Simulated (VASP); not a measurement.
SiC, 2 atoms in the cell. Symmetry: Cm, No. 8, monoclinic system. The conventional cell has a = 5.325 Å, b = 3.075 Å, c = 3.075 Å, α = 90.00°, β = 125.26°, γ = 90.00°. Si (site symmetry m) has 3 C at 1.55 to 1.93 Å within 2.1 Å. Within 2.1 Å of C (site symmetry m) lie 3 Si at 1.55 to 1.93 Å.  This cell differs from its parent crystal: all Si atoms moved +0.438 Å, as atom 1 towards its neighbour atom 1 (Si) at 3.075 Å.

| Property | Result |
| --- | --- |
| Program | VASP 6.6.1 |
| Task | single point |
| Functional | LDA |
| Potentials or basis | VASP PAW LDA potentials, release 64 (Si, C) |
| Cutoff | 520 eV |
| k mesh | 14 × 14 × 14 |
| Occupations | gaussian, width 0.05 eV |
| Spin | no spin polarisation |
| Dipole correction | no |
| Further INCAR settings | ALGO = Normal; EDIFF = 1e-06; NBANDS = 11 |

Potentials or basis: VASP PAW LDA potentials, release 64 (Si, C).

Command:

```sh
$ cat potpaw_LDA.64/Si/POTCAR potpaw_LDA.64/C/POTCAR > POTCAR
$ mpirun -np 1 vasp_std > vasp.out
```

Hardware: 1 thread of AMD EPYC 7R13, with other jobs on the host.

Q: How long does it take, and how much memory?

A: Run time: 4.2 min on 1 thread of AMD EPYC 7R13, with other jobs on the host, peak memory 0.23 GiB. Counts: scf iterations 12, k points 744.
